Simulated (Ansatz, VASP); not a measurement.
**One calculation of Al, two programs**

```
Al
1.0
    -1.59122    1.59122    1.59122
     1.59122   -1.59122    1.59122
     1.59122    1.59122   -1.59122
Al
1
Direct
  0.00000 0.00000 0.00000
```

Alike in both runs: task single point; functional LDA; k mesh 12 × 12 × 12; occupations gaussian, width 0.02 eV; no spin polarisation.

```csv
,VASP,Ansatz
version,VASP 6.6.1,Ansatz 0.2.0
potentials or method,"VASP PAW LDA potentials, release 64 (Al), cutoff 520 eV","all-electron LAPW, scalar-relativistic"
```

VASP gave:

```
gap on the k mesh at the Fermi level (eV) : none
pressure (GPa)                            : 0.6
```

Task: What did Ansatz give for the same quantities?

Result: gap on the k mesh at the Fermi level (eV): none; pressure (GPa): 0.5.

LDA's correlation is that of Perdew and Zunger in VASP and of Perdew and Wang (1992) in Ansatz. A gap of «none» marks a metal or a gap that the smearing closes. Ansatz ran all-electron here, and VASP with PAW potentials.
